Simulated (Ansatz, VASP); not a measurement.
## NbTe4Mo: VASP beside Ansatz

INCAR

```
PREC     = Accurate       # precision mode
ENCUT    = 520            # plane-wave cutoff, eV
EDIFF    = 1E-7           # SCF threshold, eV
ISMEAR   = 0              # smearing method
SIGMA    = 0.2            # smearing width, eV
LREAL    = F              # projectors in reciprocal space
LASPH    = T              # aspherical terms in the spheres
NELM     = 80             # most SCF steps
ALGO     = Normal         # electronic algorithm
ISIF     = 2              # what is computed and relaxed
LWAVE    = F              # write WAVECAR
LCHARG   = F              # write CHGCAR
GGA      = PE             # functional
NBANDS   = 63             # bands
```

The input KPOINTS:

```
Automatic mesh
0
Gamma
  6 4 2
```

POSCAR

```
NbTe4Mo
1.0
    1.8116900209     -3.1379391638      0.0000000000
   -5.4350700627     -3.1379391638      0.0000000000
    0.0000000000      0.0000000000    -14.7358984000
Nb Te Mo
2 8 2
Direct
    0.0000000000      1.0000000000      0.0000000000
    0.5000000000      0.5000000000      0.0000000000
    0.0000000000      1.0000000000      0.6210180000
    0.5000000000      0.5000000000      0.6210180000
    0.5000000000      0.8333333333      0.1267230000
    1.0000000000      0.3333333333      0.1267230000
    0.0000000000      1.0000000000      0.3789820000
    0.5000000000      0.5000000000      0.3789820000
    0.5000000000      0.8333333333      0.8732770000
    1.0000000000      0.3333333333      0.8732770000
    0.5000000000      0.8333333333      0.5000000000
    1.0000000000      0.3333333333      0.5000000000
```

Input for Ansatz:

```yaml
crystal:
  lattice:
    - [1.8116900209, -3.1379391638, 0.0]
    - [-5.4350700627, -3.1379391638, 0.0]
    - [0.0, 0.0, -14.7358984]
  atoms:
    - { symbol: Nb, position: [0.0, 1.0, 0.0] }
    - { symbol: Nb, position: [0.5, 0.5, 0.0] }
    - { symbol: Te, position: [0.0, 1.0, 0.621018] }
    - { symbol: Te, position: [0.5, 0.5, 0.621018] }
    - { symbol: Te, position: [0.5, 0.8333333333, 0.126723] }
    - { symbol: Te, position: [1.0, 0.3333333333, 0.126723] }
    - { symbol: Te, position: [0.0, 1.0, 0.378982] }
    - { symbol: Te, position: [0.5, 0.5, 0.378982] }
    - { symbol: Te, position: [0.5, 0.8333333333, 0.873277] }
    - { symbol: Te, position: [1.0, 0.3333333333, 0.873277] }
    - { symbol: Mo, position: [0.5, 0.8333333333, 0.5] }
    - { symbol: Mo, position: [1.0, 0.3333333333, 0.5] }
basis:
  ecutwfc: 420
kpoints:
  mp_grid: { grid: [6, 4, 2] }
hamiltonian:
  xc: pbe
scf:
  occupations: { method: gaussian, width: 0.2 }
  lower_state_search: "off"
output:
  forces: true
  stress: true
  eigenvalues: true
```

Alike in both runs: task single point; functional PBE; k mesh 6 × 4 × 2; occupations gaussian, width 0.2 eV; no spin polarisation.

```csv
,VASP,Ansatz
version,VASP 6.6.1,Ansatz 0.2.0
potentials or method,"VASP PAW PBE potentials, release 64 (Nb_sv, Te, Mo_sv), cutoff 520 eV","scalar-relativistic, plane waves, PAW"
valence electrons in the cell,102,182
```

|  | VASP | Ansatz | Ansatz less VASP |
| --- | --- | --- | --- |
| gap on the k mesh at the Fermi level (eV) | none | none | - |
| pressure (GPa) | 0.0 | 0.0 | +0.05 |
| traceless stress, the component that is largest in VASP (GPa) | 0.08 | 0.04 | -0.034 |
| rms of the force components (eV/Å) | 0.007 | 0.004 | -0.0029 |

Atom by atom the forces differ by 0.005 eV/Å (rms over components). A gap of «none» marks a metal or a gap that the smearing closes. The functional is the same, so the differences come from potentials, cutoffs and numerics. VASP's potentials hold 102 valence electrons a cell and Ansatz's 182, so a difference there can come from the potentials and not from the codes.

Spin-orbit coupling is off throughout.
